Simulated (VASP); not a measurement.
A run of VASP 6.6.1 is set up as follows.

INCAR

```
SYSTEM = TiO
  PREC = Accurate
  ENCUT = 520
  EDIFF = 1E-6
  ISMEAR = 0
  SIGMA = 0.15
  LREAL = .False.
  LASPH = .True.
  NELM = 80
  ALGO = Normal
  ISIF = 2
  LWAVE = .False.
  LCHARG = .False.
  GGA = PS
  NBANDS = 16
```

File KPOINTS:

```
regular mesh
0
Gamma
  30 30 24
  0 0 0
```

The input POSCAR:

```
TiO
1.0
    2.5553454415      0.0000000000      0.0000000000
   -1.2776727207      2.2129940678      0.0000000000
    0.0000000000      0.0000000000      3.3281314252
Ti O
1 1
Direct
    0.6666666667      0.3333333333      0.0000000000
    0.0000000000      0.0000000000      0.5000000000
```

Potentials or basis: VASP PAW PBE potentials, release 64 (Ti_sv, O).

Run with:

```bash
$ cat potpaw_PBE.64/Ti_sv/POTCAR potpaw_PBE.64/O/POTCAR > POTCAR
$ mpirun -np 1 vasp_std > vasp.out
```

Problem. What does it give for the band gap on the k mesh?

Solution. Zero (bands 9 and 10 overlap by 0.16 eV).

Problem. Estimate the pressure.

Solution. 0.7 GPa.

Stress tensor (GPa, compression positive):
```
 42.42   0.00   0.00
  0.00  42.42   0.00
  0.00   0.00 -82.68
```

Caveat: the stress differs along the axes, from -83 to 42 GPa; the PAW data sets were made with another functional, which shifts forces and pressure a little; semilocal functionals often make such compounds metallic where correlation or magnetic order opens a gap, which also shifts bond lengths.
